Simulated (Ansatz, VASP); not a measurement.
Li2HfN2: VASP beside Ansatz

```
Li Hf N
1.0
     3.23712    0.00000    0.00000
    -1.61856    2.80343    0.00000
     0.00000    0.00000    5.64054
Li Hf N
2 1 2
Direct
  0.66667 0.33333 0.38279
  0.33333 0.66667 0.61721
  0.00000 0.00000 0.00000
  0.66667 0.33333 0.77938
  0.33333 0.66667 0.22062
```

Change from the starting cell: strain +0.000 along x and y, +0.040 along z, atoms carried along.

Alike in both runs: task single point; functional LDA; k mesh 9 × 9 × 6; occupations gaussian, width 0.05 eV; no spin polarisation.

```csv
,VASP,Ansatz
version,VASP 6.6.1,Ansatz 0.2.0
potentials or method,"VASP PAW LDA potentials, release 64 (Li_sv, Hf_pv, N), cutoff 750 eV","scalar-relativistic, plane waves, PAW"
valence electrons in the cell,26,42
```

|  | VASP | Ansatz | Ansatz less VASP |
| --- | --- | --- | --- |
| gap on the k mesh at the Fermi level (eV) | 1.62 | 1.58 | -0.036 |
| least direct gap on the mesh (eV) | 2.42 | 2.41 | -0.014 |
| pressure (GPa) | -12.2 | -11.4 | +0.83 |
| traceless stress, the component that is largest in VASP (GPa) | -4.64 | -4.67 | -0.026 |
| rms of the force components (eV/Å) | 0.259 | 0.232 | -0.0267 |

LDA's correlation is that of Perdew and Zunger in VASP and of Perdew and Wang (1992) in Ansatz. Atom by atom the forces differ by 0.031 eV/Å (rms over components). VASP's potentials hold 26 valence electrons a cell and Ansatz's 42, so a difference there can come from the potentials and not from the codes.

Neither program's run includes spin-orbit coupling.
